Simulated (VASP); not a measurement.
# Si2Mo (I4/mmm) in VASP: notebook

Si2Mo is run at these levels: PBEsol; tasks: electric field gradients.

Everything below comes from runs of VASP 6.6.1. Logs are shortened: lines on timing, memory, paths and dates and some standing lists are left out, and cuts for length are marked.

### 1 The cell of the first run

The structure is tetragonal, space group I4/mmm (No. 139). Conventional cell: a = 3.189 Å, b = 3.189 Å, c = 7.835 Å, α = 90.00°, β = 90.00°, γ = 90.00°. Si (site symmetry 4mm) has 9 Si at 2.60 to 3.19 Å and 5 Mo at 2.61 Å within 3.4 Å. Mo (site symmetry 4/mmm) has 10 Si at 2.61 Å and 4 Mo at 3.19 Å within 3.4 Å.

### 2 Electric field gradients, PBEsol (13.28 Å³/atom)

The input, INCAR:

```
SYSTEM = Si2Mo
  PREC = Accurate
  ENCUT = 520
  EDIFF = 1E-8
  ISMEAR = -1
  SIGMA = 0.08
  LREAL = .FALSE.
  LASPH = .TRUE.
  NELM = 80
  ALGO = Normal
  ISIF = 2
  LWAVE = .FALSE.
  LCHARG = .FALSE.
  GGA = PS
  LEFG = .TRUE.
  NBANDS = 18
```

The input, KPOINTS:

```
Automatic mesh
0
G
  16 16 16
  0 0 0
```

The input, POSCAR:

```
Si2Mo
1.0
   -1.5946487895      1.5946487895      3.9173544169
    1.5946487895     -1.5946487895      3.9173544169
    1.5946487895      1.5946487895     -3.9173544169
Si Mo
2 1
Direct
    0.3330000000      0.3330000000      0.0000000000
    0.6670000000      0.6670000000      0.0000000000
    0.0000000000      0.0000000000      0.0000000000
```

Potentials or basis: VASP PAW PBE potentials, release 64 (Si, Mo_sv).

Started as:

```bash
$ cat potpaw_PBE.64/Si/POTCAR potpaw_PBE.64/Mo_sv/POTCAR > POTCAR
$ mpirun -np 1 vasp_std > vasp.out
```

OUTCAR:

```text
SYSTEM = Si2Mo
   PREC = Accurate
   ENCUT = 520
   EDIFF = 1E-8
   ISMEAR = -1
   LREAL = .FALSE.
   LASPH = .TRUE.
   NELM = 80
   ISIF = 2
   GGA = PS

 ion  position               nearest neighbor table
   1  0.333  0.333  0.000-   2 2.60   2 2.60   2 2.60   2 2.60   3 2.61   3 2.61   3 2.61   3 2.61
                             3 2.61   2 2.62
   2  0.667  0.667  0.000-   1 2.60   1 2.60   1 2.60   1 2.60   3 2.61   3 2.61   3 2.61   3 2.61
                             3 2.61   1 2.62
   3  0.000  0.000  0.000-   2 2.61   2 2.61   2 2.61   1 2.61   2 2.61   1 2.61   1 2.61   1 2.61
                             1 2.61   2 2.61

  LATTYP: Found a body centered tetragonal cell.
 ALAT       =     3.1892975790
 C/A-ratio  =     2.4565625000

  Lattice vectors:

 A1 = (  -1.5946487895,   1.5946487895,   3.9173544169)
 A2 = (   1.5946487895,  -1.5946487895,   3.9173544169)
 A3 = (   1.5946487895,   1.5946487895,  -3.9173544169)

Analysis of symmetry for initial positions (statically):
=====================================================================
 Subroutine PRICEL returns:
 Original cell was already a primitive cell.

 Routine SETGRP: Setting up the symmetry group for a
 body centered tetragonal supercell.

 Subroutine GETGRP returns: Found 16 space group operations
 (whereof 16 operations were pure point group operations)
 out of a pool of 16 trial point group operations.

The static configuration has the point symmetry D_4h.

Analysis of symmetry for dynamics (positions and initial velocities):
=====================================================================
 Subroutine PRICEL returns:
 Original cell was already a primitive cell.

 Routine SETGRP: Setting up the symmetry group for a
 body centered tetragonal supercell.

 Subroutine GETGRP returns: Found 16 space group operations
 (whereof 16 operations were pure point group operations)
 out of a pool of 16 trial point group operations.

The dynamic configuration has the point symmetry D_4h.

 Subroutine INISYM returns: Found 16 space group operations
 (whereof 16 operations are pure point group operations),
 and found     1 'primitive' translations

----------------------------------------------------------------------------------------

                                     Primitive cell

  volume of cell :      39.8458

[... 135 lines left out ...]

  energy without entropy =      -25.07081681  energy(sigma->0) =      -25.07385780

 E-fermi :  12.3261     XC(G=0): -12.5584

 val. band max:       12.3226120235   @ k =  -0.1250  -0.1250   0.0625
 cond. band min:      12.3398461834   @ k =  -0.1875  -0.1875   0.1250
 fundamental gap:      0.0172341599
 Fermi energy:        12.3260868092

 k-point     1 :       0.0000    0.0000    0.0000
  band No.  band energies     occupation
      1     -48.2891      2.00000
      2     -22.4918      2.00000
      3     -22.3848      2.00000
      4     -22.3848      2.00000
      5      -1.1974      2.00000
      6       5.9193      2.00000
[... 481 lines left out ...]
      5      -1.0751      2.00000
      6       6.0301      2.00000
[... 10 lines left out ...]
     17      17.6816      0.00000
     18      18.0082      0.00000

 [... further k-points ...]

------------------------ aborting loop because EDIFF is reached ----------------------------------------

  FORCE on cell =-STRESS in cart. coord.  units (eV):
  Direction    XX          YY          ZZ          XY          YZ          ZX
  --------------------------------------------------------------------------------------
  -------------------------------------------------------------------------------------
  Total        0.0328770      0.0328770     -0.2010633      0.0000000      0.0000000      0.0000000
  in kB        1.3219651      1.3219651     -8.0846334      0.0000000      0.0000000      0.0000000
  external PRESSURE =      -1.8135677 kB  Pullay stress =       0.0000000 kB

 VOLUME and BASIS-vectors are now :
 -----------------------------------------------------------------------------
  energy-cutoff  :      520.00
  volume of cell :       39.85
      direct lattice vectors                 reciprocal lattice vectors
    -1.594648790  1.594648790  3.917354417     0.000000000  0.313548666  0.127637162
     1.594648790 -1.594648790  3.917354417     0.313548666  0.000000000  0.127637162
     1.594648790  1.594648790 -3.917354417     0.313548666  0.313548666  0.000000000

 POSITION                                       TOTAL-FORCE (eV/Angst)
 -----------------------------------------------------------------------------------
      0.00000      0.00000      2.60896         0.000000      0.000000      0.307352
      0.00000      0.00000      5.22575        -0.000000     -0.000000     -0.307352
      0.00000      0.00000      0.00000        -0.000000     -0.000000      0.000000
 -----------------------------------------------------------------------------------
    total drift:                                0.000000      0.000000     -0.000000

  FREE ENERGIE OF THE ION-ELECTRON SYSTEM (eV)
  ---------------------------------------------------
  free  energy   TOTEN  =       -25.0768987860 eV

  energy  without entropy=      -25.0708168072  energy(sigma->0) =      -25.07385780

 Electric field gradients (V/A^2)
---------------------------------------------------------------------
 ion       V_xx      V_yy      V_zz      V_xy      V_xz      V_yz
---------------------------------------------------------------------
   1       6.059     6.059   -12.118    -0.000    -0.000    -0.000
   2       6.059     6.059   -12.118    -0.000    -0.000    -0.000
   3      29.980    29.980   -59.960     0.001     0.000     0.000
---------------------------------------------------------------------

 Electric field gradients after diagonalization (V/A^2)
 (convention: |V_zz| > |V_xx| > |V_yy|)
----------------------------------------------------------------------
 ion       V_xx      V_yy      V_zz     asymmetry (V_yy - V_xx)/ V_zz
----------------------------------------------------------------------
   1       6.059     6.059   -12.118       0.000
   2       6.059     6.059   -12.118       0.000
   3      29.981    29.979   -59.960       0.000
----------------------------------------------------------------------

           NMR quadrupolar parameters

 Cq : quadrupolar parameter    Cq=e*Q*V_zz/h
 eta: asymmetry parameters     (V_yy - V_xx)/ V_zz
 Q  : nuclear electric quadrupole moment in mb (millibarn)
----------------------------------------------------------------------
 ion       Cq(MHz)       eta       Q (mb)
----------------------------------------------------------------------
   1      -0.029       0.000       1.000
   2      -0.029       0.000       1.000
   3      -0.145       0.000       1.000
----------------------------------------------------------------------
```

OSZICAR:

```text
N       E                     dE             d eps       ncg     rms          rms(c)
DAV:   1     0.119142799374E+03    0.11914E+03   -0.11288E+04 12596   0.116E+03
DAV:   2    -0.229088736106E+02   -0.14205E+03   -0.13914E+03 14914   0.298E+02
DAV:   3    -0.260366908326E+02   -0.31278E+01   -0.30879E+01 15580   0.392E+01
DAV:   4    -0.260547315611E+02   -0.18041E-01   -0.18027E-01 14750   0.319E+00
DAV:   5    -0.260548469001E+02   -0.11534E-03   -0.11533E-03 14862   0.274E-01    0.229E+01
DAV:   6    -0.252545854306E+02    0.80026E+00   -0.58100E+00 13246   0.158E+01    0.498E+00
DAV:   7    -0.251195034815E+02    0.13508E+00   -0.87731E-01 13072   0.563E+00    0.472E+00
DAV:   8    -0.250780659054E+02    0.41438E-01   -0.10794E-01 13630   0.239E+00    0.444E-01
DAV:   9    -0.250770263105E+02    0.10396E-02   -0.20154E-03 14932   0.353E-01    0.246E-01
DAV:  10    -0.250769154896E+02    0.11082E-03   -0.49950E-04 13954   0.191E-01    0.601E-02
DAV:  11    -0.250769021922E+02    0.13297E-04   -0.16492E-04 13704   0.958E-02    0.407E-02
DAV:  12    -0.250768994467E+02    0.27455E-05   -0.24569E-05 13444   0.354E-02    0.915E-03
DAV:  13    -0.250768989200E+02    0.52665E-06   -0.13907E-06 13598   0.988E-03    0.241E-03
DAV:  14    -0.250768988007E+02    0.11935E-06   -0.28537E-08 11984   0.117E-03    0.516E-04
DAV:  15    -0.250768987791E+02    0.21607E-07   -0.34259E-09  7058   0.449E-04    0.730E-04
DAV:  16    -0.250768987860E+02   -0.69895E-08   -0.65725E-10  6894   0.199E-04
   1 F= -.25076899E+02 E0= -.25073858E+02  d E =-.608198E-02
```

It took 5.8 min on 1 thread of Intel Xeon Platinum 8259CL at 2.50GHz (Skylake/Cascade Lake), shared host; peak memory 0.38 GiB.

What came out:

```yaml
Free_energy: -25.0769 eV
Pressure: -0.2 GPa
Largest_force: 0.307 eV/Å
Band_gap_on_the_k_mesh: zero (bands 11 and 12 overlap by 1.04 eV)
Largest_electric_field_gradient_by_atom: Si -12.1; Mo -60.0 V/Å²
```

Forces in eV/Å, atoms in the order of the input:
```
Si   0.000  0.000  0.307
Si   0.000  0.000 -0.307
Mo   0.000  0.000  0.000
```

Electric field gradients, principal values (V/Å²):
| atom | least | middle | greatest (by size) |
| --- | --- | --- | --- |
| 1 Si | 6.059 | 6.059 | -12.118 |
| 2 Si | 6.059 | 6.059 | -12.118 |
| 3 Mo | 29.979 | 29.981 | -59.960 |

Caveat: without QUAD_EFG the Cq values of the log hold for a quadrupole moment of 1 mb, not for the nuclei; the PAW data sets were made with another functional, which shifts forces and pressure a little.

[end of part 1 of 2]
